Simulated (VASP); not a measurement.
Set up this calculation in VASP 6.6.1, as the native input.

| Item | Value |
| --- | --- |
| Task | single point |
| Functional | PBEsol |
| Potentials or basis | VASP PAW PBE potentials, release 64 (Li_sv, Mg, B, N) |
| Cutoff | 520 eV |
| k mesh | 8 × 8 × 8 |
| Occupations | gaussian, width 0.05 eV |
| Spin | no spin polarisation |
| Dipole correction | no |
| Further INCAR settings | ALGO = Normal; EDIFF = 1e-07; NBANDS = 17 |

The structure of LiMgBN2 lies in POSCAR:

```
LiMgBN2
1.0
   -1.9324005310      1.9324005310      4.5247650217
    1.9324005310     -1.9324005310      4.5247650217
    1.9324005310      1.9324005310     -4.5247650217
Li Mg B N
1 1 1 2
Direct
    0.2500000000      0.7500000000      0.5000000000
    0.7500000000      0.2500000000      0.5000000000
    0.5000000000      0.5000000000      0.0000000000
    0.6517393865      0.6517393865      0.0000000000
    0.3482606135      0.3482606135      0.0000000000
```

This cell differs from its parent crystal: atoms shifted along a free coordinate.

These files were run (other wordings do the same):

INCAR

```
SYSTEM = LiMgBN2
PREC = Accurate
ENCUT = 520
EDIFF = 1E-7
ISMEAR = 0
SIGMA = 0.05
LREAL = .False.
LASPH = .True.
NELM = 100
ALGO = Normal
ISIF = 2
LWAVE = .False.
LCHARG = .True.
GGA = PS
LELF = .True.
LVHAR = .True.
NBANDS = 17
```

KPOINTS

```
Automatic mesh
0
Gamma
  8 8 8
  0 0 0
```

Potentials or basis: VASP PAW PBE potentials, release 64 (Li_sv, Mg, B, N).

Launch:

```sh
$ cat potpaw_PBE.64/Li_sv/POTCAR potpaw_PBE.64/Mg/POTCAR potpaw_PBE.64/B/POTCAR potpaw_PBE.64/N/POTCAR > POTCAR
$ mpirun -np 1 vasp_std > vasp.out
```

Results of the run:

The largest force is 1.033 eV/Å and the band gap on the k mesh is 2.36 eV (least direct gap 3.36 eV).

Caveat: the cell differs from its parent crystal (atoms shifted along a free coordinate); the PAW data sets were made with another functional, which shifts forces and pressure a little.

Wall time 55 s on 1 thread of Intel(R) Xeon(R) 6975P-C (Granite Rapids) (shared host), peak memory 0.28 GiB.
